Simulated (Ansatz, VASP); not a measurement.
# SiP7 in VASP and in Ansatz

```
CELL_PARAMETERS angstrom
5.47818 0.00000 0.00000
0.00000 5.47818 0.00000
0.00000 0.00000 5.47818
ATOMIC_POSITIONS crystal
Si 0.00000 0.00000 0.00000
P 0.24639 0.24639 0.24639
P 0.00000 0.50000 0.50000
P 0.50000 0.50000 0.00000
P 0.50000 0.00000 0.50000
P 0.75361 0.24639 0.75361
P 0.75361 0.75361 0.24639
P 0.24639 0.75361 0.75361
```

Change from the starting cell: species swapped into the Si7Ge type (P-43m, No. 215).

Alike in both runs: functional PBE; k mesh 3 × 3 × 3; occupations gaussian, width 0.2 eV; no spin polarisation.

Ansatz relaxed the structure, and its values are those at the end. VASP's run is a single point on that final structure, the one shown.

```csv
,VASP,Ansatz
version,VASP 6.6.1,Ansatz 0.2.0
potentials or method,"VASP PAW PBE potentials, release 64 (Si, P), cutoff 500 eV","scalar-relativistic, plane waves, PAW"
valence electrons in the cell,39,39
```

Ansatz gave:

* gap on the k mesh at the Fermi level (eV): none
* pressure (GPa): -0.2
* rms of the force components (eV/Å): 0.023

**Question.** What did VASP give for the same quantities?

**Answer.** gap on the k mesh at the Fermi level (eV): none; pressure (GPa): -0.3; rms of the force components (eV/Å): 0.023.

A gap of «none» marks a metal or a gap that the smearing closes.

The k mesh is coarse, so the values compare programs but aren't converged.
